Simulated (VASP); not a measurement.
Runs of VASP 6.6.1 on TePb (zincblende type). The structure is that of space group F-43m (No. 216), or close to it. The cells are those of the table. 

```csv
task,level,potentials or basis,cell,cutoff (eV),gap on the mesh (eV),pressure (GPa)
relaxation of cell and atoms,PBE,"VASP PAW PBE potentials, release 64 (Pb_d, Te)","relaxed from a = 4.553 Å, angles 60.0°, 2 atoms",600,0.69,0.0
single point,PBE,"VASP PAW PBE potentials, release 64 (Pb_d, Te)","a = 5.186 Å, angles 60.0°, 2 atoms",520,0.69,0.0
electric field gradients,r2SCAN,"VASP PAW PBE potentials, release 64 (Pb_d, Te)","a = 5.186 Å, angles 60.0°, 2 atoms",520,(a),-0.5
electric field gradients,PBEsol,"VASP PAW PBE potentials, release 64 (Pb_d, Te)","a = 5.186 Å, angles 60.0°, 2 atoms",520,0.63,-1.3
electric field gradients,LDA,"VASP PAW LDA potentials, release 64 (Pb_d, Te)","a = 5.186 Å, angles 60.0°, 2 atoms",520,0.55,-2.1
single point,LDA,"VASP PAW LDA potentials, release 64 (Pb_d, Te)","a = 5.186 Å, angles 60.0°, 2 atoms",520,0.55,-2.1
```

Alike in all rows: no spin polarisation; k mesh 10 × 10 × 10; smearing fermi-dirac 0.05 eV.

Question: Estimate the missing entries.

Answer: (a) 0.85.

Caveats: spin-orbit coupling is left out, which moves the levels of the heavy elements; the PAW data sets were made with another functional, which shifts forces and pressure a little (at least some runs).

A k mesh can miss the band edges, and the runs leave out spin-orbit coupling on Pb, Te.
